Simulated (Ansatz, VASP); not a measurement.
# One calculation of InGa2N3, two programs

File INCAR:

```
ALGO = Normal ; EDIFF = 1E-7
ENCUT = 520 ; GGA = PE
ISIF = 2 ; ISMEAR = 0
LASPH = True ; LCHARG = False
LREAL = False ; LWAVE = False
NBANDS = 66 ; NELM = 60
PREC = Accurate ; SIGMA = 0.05
```

File KPOINTS:

```
k-points
0
Gamma
  6 6 6
```

Contents of POSCAR:

```
InGa2N3
1.0
    5.0043409607     -2.8865205108      0.0000000000
    5.0043409607      2.8865205108      0.0000000000
    0.0000000000      0.0000000000      5.3903030000
In Ga N
2 4 6
Direct
    0.3252650000      0.6747350000      0.9896960000
    0.6747350000      0.3252650000      0.4896960000
    0.0070880000      0.3338520000      0.9925750000
    0.6661480000      0.9929120000      0.9925750000
    0.9929120000      0.6661480000      0.4925750000
    0.3338520000      0.0070880000      0.4925750000
    0.0268250000      0.3336790000      0.3588830000
    0.6663210000      0.9731750000      0.3588830000
    0.9731750000      0.6663210000      0.8588830000
    0.3336790000      0.0268250000      0.8588830000
    0.3074450000      0.6925550000      0.3953890000
    0.6925550000      0.3074450000      0.8953890000
```

Input for Ansatz:

```yaml
crystal:
  lattice:
    - [5.0043409607, -2.8865205108, 0.0]
    - [5.0043409607, 2.8865205108, 0.0]
    - [0.0, 0.0, 5.390303]
  atoms:
    - { symbol: In, position: [0.325265, 0.674735, 0.989696] }
    - { symbol: In, position: [0.674735, 0.325265, 0.489696] }
    - { symbol: Ga, position: [0.007088, 0.333852, 0.992575] }
    - { symbol: Ga, position: [0.666148, 0.992912, 0.992575] }
    - { symbol: Ga, position: [0.992912, 0.666148, 0.492575] }
    - { symbol: Ga, position: [0.333852, 0.007088, 0.492575] }
    - { symbol: "N", position: [0.026825, 0.333679, 0.358883] }
    - { symbol: "N", position: [0.666321, 0.973175, 0.358883] }
    - { symbol: "N", position: [0.973175, 0.666321, 0.858883] }
    - { symbol: "N", position: [0.333679, 0.026825, 0.858883] }
    - { symbol: "N", position: [0.307445, 0.692555, 0.395389] }
    - { symbol: "N", position: [0.692555, 0.307445, 0.895389] }
basis:
  ecutwfc: 500
  fft_grid_basis: typed
kpoints:
  mp_grid: { grid: [6, 6, 6] }
hamiltonian:
  xc: pbe
scf:
  occupations: { method: gaussian, width: 0.05 }
  n_extra_bands: 12
output:
  forces: true
  stress: false
  eigenvalues: true
  bader: false
  write_density: false
  volumetric_format: npy
  band_densities:
    - { e_range: [-1.05, -0.44] }
    - { e_range: [0.44, 1.05] }
    - { e_range: [-6.91, -4.74] }
    - { e_range: [-4.74, -2.59] }
    - { e_range: [-6.92, -0.42] }
    - { e_range: [-13.89, -11.41] }
    - { e_range: [-15.78, -15.03] }
  dos:
    e_range: [-30, 8]
    de: 0.02
    method: { smearing: { sigma: 0.03, scheme: gaussian } }
    projected: { site_lists: { Ga: [Ga], In: [In], "N": ["N"] } }
checkpoint:
  read: start.run
  write: ck
  compress: false
  write_wavefunctions: false
  write_every: 100000
```

Alike in both runs: task single point; functional PBE; k mesh 6 × 6 × 6; occupations gaussian, width 0.05 eV; no spin polarisation.

```csv
,VASP,Ansatz
version,VASP 6.6.1,Ansatz 0.2.0
potentials or method,"VASP PAW PBE potentials, release 64 (In_d, Ga_d, N), cutoff 520 eV","scalar-relativistic, plane waves, PAW"
valence electrons in the cell,108,108
```

|  | VASP | Ansatz | Ansatz less VASP |
| --- | --- | --- | --- |
| gap on the k mesh at the Fermi level (eV) | 0.89 | 0.90 | +0.001 |
| rms of the force components (eV/Å) | 0.009 | 0.015 | +0.0052 |

Atom by atom the forces differ by 0.005 eV/Å (rms over components).
